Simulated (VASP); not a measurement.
Yb, 2 atoms in the cell. Symmetry: P6_3/mmc, No. 194, hexagonal system. Conventional cell: a = 3.452 Å, b = 3.452 Å, c = 5.693 Å, α = 90.00°, β = 90.00°, γ = 120.00°. Yb (site symmetry -6m2) has 12 Yb at 3.45 to 3.47 Å within 4.5 Å. This isn't the form of Yb at room conditions, which is fcc.

```yaml
Program: VASP 6.6.1
Task: single point
Functional: LDA
Potentials_or_basis: VASP PAW PBE potentials, release 64 (Yb)
Cutoff: 520 eV
k_mesh: 14 × 14 × 8
Occupations: fermi-dirac, width 0.05 eV
Spin: no spin polarisation
Dipole_correction: no
Further_INCAR_settings: ALGO = Normal; EDIFF = 1e-06; NBANDS = 31
```

Potentials or basis: VASP PAW PBE potentials, release 64 (Yb).

Run with:

```bash
$ cat potpaw_PBE.64/Yb/POTCAR > POTCAR
$ mpirun -np 1 vasp_std > vasp.out
```

Hardware: 1 thread of Intel(R) Xeon(R) Platinum 8488C (Sapphire Rapids), on a shared host.

Estimate the wall time of this run.

Wall time 4.3 min on 1 thread of Intel(R) Xeon(R) Platinum 8488C (Sapphire Rapids), on a shared host, peak memory 0.3 GiB. Counts: scf iterations 21, k points 120.
